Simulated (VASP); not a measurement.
# AlNi (P4/mmm) in VASP: notebook

The runs below take AlNi through single point, with PBEsol.

Program: VASP 6.6.1. These are calculated values, not measurements. Logs are shortened: lines on timing, memory, paths and dates and some standing lists are left out, and cuts for length are marked.

## Step 1: The cell of the first run

It takes space group P4/mmm (No. 123, tetragonal). The conventional cell has a = 3.005 Å, b = 3.005 Å, c = 2.719 Å, α = 90.00°, β = 90.00°, γ = 90.00°. Within 3.3 Å of Al (site symmetry 4/mmm) lie 8 Ni at 2.52 Å and 6 Al at 2.72 to 3.01 Å. Ni (site symmetry 4/mmm) has 8 Al at 2.52 Å and 6 Ni at 2.72 to 3.01 Å within 3.3 Å.

## Step 2: Single point, PBEsol (strain +0.050 along x and y, -0.050 along z)

Input file INCAR:

```
  PREC = Accurate
  ENCUT = 600
  EDIFF = 1E-6
  ISMEAR = 0
  SIGMA = 0.15
  LREAL = F
  LASPH = T
  NELM = 120
  ALGO = Normal
  ISIF = 2
  LWAVE = F
  LCHARG = F
  GGA = PS
  NBANDS = 14
  GGA_COMPAT = F
```

Input file KPOINTS:

```
Automatic mesh
0
Gamma
  20 20 20
```

Input file POSCAR:

```
AlNi
1.0
    3.0052738296      0.0000000000      0.0000000000
    0.0000000000      3.0052738296      0.0000000000
    0.0000000000      0.0000000000      2.7190572744
Al Ni
1 1
Direct
    0.0000000000      0.0000000000      0.0000000000
    0.5000000000      0.5000000000      0.5000000000
```

Potentials or basis: VASP PAW PBE potentials, release 64 (Al, Ni).

Launch:

```sh
$ cat potpaw_PBE.64/Al/POTCAR potpaw_PBE.64/Ni/POTCAR > POTCAR
$ mpirun -np 1 vasp_std > vasp.out
```

OUTCAR:

```text
PREC = Accurate
   ENCUT = 600
   EDIFF = 1E-6
   ISMEAR = 0
   LREAL = F
   LASPH = T
   NELM = 120
   ISIF = 2
   GGA = PS

 ion  position               nearest neighbor table
   1  0.000  0.000  0.000-   2 2.52   2 2.52   2 2.52   2 2.52   2 2.52   2 2.52   2 2.52   2 2.52

   2  0.500  0.500  0.500-   1 2.52   1 2.52   1 2.52   1 2.52   1 2.52   1 2.52   1 2.52   1 2.52

  LATTYP: Found a simple tetragonal cell.
 ALAT       =     3.0052738296
 C/A-ratio  =     0.9047619048

  Lattice vectors:

 A1 = (   3.0052738296,   0.0000000000,   0.0000000000)
 A2 = (   0.0000000000,   3.0052738296,   0.0000000000)
 A3 = (   0.0000000000,   0.0000000000,   2.7190572744)

Analysis of symmetry for initial positions (statically):
=====================================================================
 Subroutine PRICEL returns:
 Original cell was already a primitive cell.

 Routine SETGRP: Setting up the symmetry group for a
 simple tetragonal supercell.

 Subroutine GETGRP returns: Found 16 space group operations
 (whereof 16 operations were pure point group operations)
 out of a pool of 16 trial point group operations.

The static configuration has the point symmetry D_4h.

Analysis of symmetry for dynamics (positions and initial velocities):
=====================================================================
 Subroutine PRICEL returns:
 Original cell was already a primitive cell.

 Routine SETGRP: Setting up the symmetry group for a
 simple tetragonal supercell.

 Subroutine GETGRP returns: Found 16 space group operations
 (whereof 16 operations were pure point group operations)
 out of a pool of 16 trial point group operations.

The dynamic configuration has the point symmetry D_4h.

 Subroutine INISYM returns: Found 16 space group operations
 (whereof 16 operations are pure point group operations),
 and found     1 'primitive' translations

----------------------------------------------------------------------------------------

                                     Primitive cell

  volume of cell :      24.5576

  direct lattice vectors                    reciprocal lattice vectors
     3.005273830  0.000000000  0.000000000     0.332748381  0.000000000  0.000000000
     0.000000000  3.005273830  0.000000000     0.000000000  0.332748381  0.000000000
     0.000000000  0.000000000  2.719057274     0.000000000  0.000000000  0.367774526

  length of vectors
     3.005273830  3.005273830  2.719057274     0.332748381  0.332748381  0.367774526

  position of ions in fractional coordinates (direct lattice)
     0.000000000  0.000000000  0.000000000
     0.500000000  0.500000000  0.500000000

  ion indices of the primitive-cell ions
   primitive index   ion index
                 1           1
                 2           2

----------------------------------------------------------------------------------------

 KPOINTS: Automatic mesh

Automatic generation of k-mesh.
 Grid dimensions read from file:
 generate k-points for:   20   20   20

 Generating k-lattice:

  Cartesian coordinates                     Fractional coordinates (reciprocal lattice)
     0.016637419  0.000000000  0.000000000     0.050000000  0.000000000  0.000000000
     0.000000000  0.016637419  0.000000000     0.000000000  0.050000000  0.000000000
     0.000000000  0.000000000  0.018388726     0.000000000  0.000000000  0.050000000

  Length of vectors
     0.016637419  0.016637419  0.018388726

  Shift w.r.t. Gamma in fractional coordinates (k-lattice)
     0.000000000  0.000000000  0.000000000

 Subroutine IBZKPT returns following result:
 ===========================================

 Found    726 irreducible k-points:

 Following reciprocal coordinates:
            Coordinates               Weight
  0.000000  0.000000  0.000000      1.000000
  0.050000  0.000000  0.000000      4.000000
  0.100000  0.000000  0.000000      4.000000
  0.150000  0.000000  0.000000      4.000000
  0.200000  0.000000  0.000000      4.000000
  0.250000  0.000000  0.000000      4.000000
[... 16 lines left out ...]
  0.150000  0.100000  0.000000      8.000000
  0.200000  0.100000  0.000000      8.000000
 [... further k-points ...]
   k-points           NKPTS =    726   k-points in BZ     NKDIM =    726   number of bands    NBANDS=     14
   number of dos      NEDOS =    301   number of ions     NIONS =      2
   total plane-waves  NPLWV =  13824
   dimension x,y,z NGX =    24 NGY =   24 NGZ =   24
   dimension x,y,z NGXF=    48 NGYF=   48 NGZF=   48
   ions per type =               1   1
   NGX,Y,Z   is equivalent  to a cutoff of  13.28, 13.28, 14.67 a.u.
   NGXF,Y,Z  is equivalent  to a cutoff of  26.55, 26.55, 29.35 a.u.
 SYSTEM =  unknown system
   PREC   = accura    normal or accurate (medium, high low for compatibility)
   ISTART =      0    job   : 0-new  1-cont  2-samecut
   ICHARG =      2    charge: 1-file 2-atom 10-const
   ISPIN  =      1    spin polarized calculation?
   LNONCOLLINEAR =      F non collinear calculations
   LSORBIT =      F    spin-orbit coupling
   LASPH  =      T    aspherical Exc in radial PAW
   ENCUT  =  600.0 eV  44.10 Ry    6.64 a.u.   6.00  6.00  5.43*2*pi/ulx,y,z
   NELM   =    120;   NELMIN=  2; NELMDL= -5     # of ELM steps
   EDIFF  = 0.1E-05   stopping-criterion for ELM
   LREAL  =      F    real-space projection
   EDIFFG = 0.1E-04   stopping-criterion for IOM
   NSW    =      0    number of steps for IOM
   IBRION =     -1    ionic relax: 0-MD 1-quasi-New 2-CG
   NFREE  =      0    steps in history (QN), initial steepest desc. (CG)
   ISIF   =      2    stress and relaxation
   ISYM   =      2    0-nonsym 1-usesym 2-fastsym
   POTIM  = 0.5000    time-step for ionic-motion
   TEBEG  =    0.0;   TEEND  =   0.0 temperature during run
   PSTRESS=    0.0 pullay stress
   NELECT =      13.0000    total number of electrons
   NUPDOWN=      -1.0000    fix difference up-down
   EMIN   =  10.00;   EMAX   =-10.00  energy-range for DOS
   EFERMI =   0.00;   METHOD = LEGACY
   ISMEAR =     0;   SIGMA  =   0.15  broadening in eV -4-tet -1-fermi 0-gaus
   EFERMI_NEDOS =   21; number of points for ismear=-14 and -15
   IALGO  =     38    algorithm
   IMIX   =      4    mixing-type and parameters
     AMIX     =   0.40;   BMIX     =  1.00
     AMIX_MAG =   1.60;   BMIX_MAG =  1.00
  volume/ion in A,a.u.               =      12.28        82.86
  Fermi-wavevector in a.u.,A,eV,Ry     =   1.324323  2.502607 23.862311  1.753830
  Thomas-Fermi vector in A             =   2.453866
   LORBIT       =      0    0 simple, 1 ext, 2 COOP (PROOUT), +10 PAW based schemes
   GGA     = PS    functional components
   LHFCALC =     F    Hartree Fock is set to
   AEXX    =    0.0000 exact exchange contribution
   IVDW    =     0    specifies the selected vdW correction
   LEPSILON=     F    determine dielectric tensor
   LRPA    =     F    only Hartree local field effects (RPA)
 non-spin polarized calculation
 Gauss-broadening in eV      SIGMA  =   0.15
  energy-cutoff  :      600.00
  volume of cell :       24.56
 maximum number of plane-waves:       840
   NGX = 13   NGY = 13   NGZ = 11

 number of electron      13.0000000 magnetization

 Free energy of the ion-electron system (eV)
  ---------------------------------------------------
  ext. energy  EPLUGINS =         0.00000000
  ---------------------------------------------------
  free energy    TOTEN  =       -11.52153319 eV

  energy without entropy =      -11.51090853  energy(sigma->0) =      -11.51622086

 E-fermi :   9.5578     XC(G=0): -12.0372

 val. band max:        9.5557435551   @ k =   0.3000   0.0000   0.1500
 cond. band min:       9.5607362939   @ k =   0.3500   0.1000   0.3500
 fundamental gap:      0.0049927388
 Fermi energy:         9.5577985902

 k-point     1 :       0.0000    0.0000    0.0000
  band No.  band energies     occupation
      1      -1.3951      2.00000
      2       6.3991      2.00000
      3       6.4208      2.00000
      4       7.8799      2.00000
      5       8.1729      2.00000
      6       8.1729      2.00000
      7      13.8021      0.00000
      8      13.8021      0.00000
      9      17.1844      0.00000
     10      17.4480      0.00000
     11      17.5020      0.00000
     12      23.3458      0.00000
     13      28.6594      0.00000
     14      30.9038      0.00000

 k-point     2 :       0.0500    0.0000    0.0000
  band No.  band energies     occupation
      1      -1.3528      2.00000
      2       6.3936      2.00000
      3       6.4262      2.00000
      4       7.8592      2.00000
      5       8.1612      2.00000
      6       8.1744      2.00000
      7      13.3789      0.00000
      8      13.8624      0.00000
      9      17.3247      0.00000
     10      17.4986      0.00000
     11      17.8110      0.00000
     12      23.4270      0.00000
     13      28.0073      0.00000
     14      30.3619      0.00000

 k-point     3 :       0.1000    0.0000    0.0000
  band No.  band energies     occupation
      1      -1.2261      2.00000
      2       6.3627      2.00000
      3       6.4501      2.00000
      4       7.8005      2.00000
      5       8.1275      2.00000
      6       8.1786      2.00000
      7      12.4823      0.00000
      8      14.0400      0.00000
      9      17.3701      0.00000
     10      17.6491      0.00000
     11      18.7278      0.00000
     12      23.6865      0.00000
     13      26.8604      0.00000
     14      29.3645      0.00000
[... 324 lines left out ...]
 k-point    23 :       0.1500    0.1000    0.0000
  band No.  band energies     occupation
      1      -0.8491      2.00000
      2       6.3289      2.00000
      3       6.4643      2.00000
      4       7.6119      2.00000
      5       8.0810      2.00000
      6       8.1421      2.00000
      7      11.6672      0.00000
      8      12.9574      0.00000
      9      18.0932      0.00000
     10      18.7050      0.00000
     11      19.9578      0.00000
     12      23.9550      0.00000
     13      24.6538      0.00000
     14      28.6899      0.00000

 k-point    24 :       0.2000    0.1000    0.0000
  band No.  band energies     occupation
      1      -0.5586      2.00000
      2       6.1869      2.00000
      3       6.5184      2.00000
      4       7.5014      2.00000
      5       8.0186      2.00000
      6       8.1505      2.00000
      7      10.7452      0.00000
      8      13.2744      0.00000
      9      18.4272      0.00000
     10      18.7220      0.00000
     11      20.9211      0.00000
     12      23.0238      0.00000
     13      25.2949      0.00000
     14      27.6101      0.00000

 [... further k-points ...]

------------------------ aborting loop because EDIFF is reached ----------------------------------------

  FORCE on cell =-STRESS in cart. coord.  units (eV):
  Direction    XX          YY          ZZ          XY          YZ          ZX
  --------------------------------------------------------------------------------------
  -------------------------------------------------------------------------------------
  Total       -1.4781693     -1.4781693     -0.0125948      0.0000000      0.0000000      0.0000000
  in kB      -96.4380238    -96.4380238     -0.8217021      0.0000000      0.0000000      0.0000000
  external PRESSURE =     -64.5659166 kB  Pullay stress =       0.0000000 kB

 VOLUME and BASIS-vectors are now :
 -----------------------------------------------------------------------------
  energy-cutoff  :      600.00
  volume of cell :       24.56
      direct lattice vectors                 reciprocal lattice vectors
     3.005273830  0.000000000  0.000000000     0.332748381  0.000000000  0.000000000
     0.000000000  3.005273830  0.000000000     0.000000000  0.332748381  0.000000000
     0.000000000  0.000000000  2.719057274     0.000000000  0.000000000  0.367774526

 POSITION                                       TOTAL-FORCE (eV/Angst)
 -----------------------------------------------------------------------------------
      0.00000      0.00000      0.00000         0.000000      0.000000      0.000000
      1.50264      1.50264      1.35953         0.000000      0.000000      0.000000
 -----------------------------------------------------------------------------------
    total drift:                                0.000000     -0.000000     -0.000000

  FREE ENERGIE OF THE ION-ELECTRON SYSTEM (eV)
  ---------------------------------------------------
  free  energy   TOTEN  =       -11.5215331880 eV

  energy  without entropy=      -11.5109085267  energy(sigma->0) =      -11.51622086
```

Run time: 2.1 min. Hardware: 1 thread of Intel Xeon 6975P-C (Granite Rapids), shared host; peak memory 0.4 GiB.

Results:

```yaml
Free_energy: -11.5215 eV
Pressure: -6.5 GPa
Band_gap_on_the_k_mesh: zero (an odd number of electrons rules out a gap without spin polarisation)
```

Caveat: the cell differs from its parent crystal (strain +0.050 along x and y, -0.050 along z); the cell stands under tension; the PAW data sets were made with another functional, which shifts forces and pressure a little. Spin polarisation is off, so any magnetic state and its effect on volume and gap are missing.

(Part 1 of 2 ends here.)
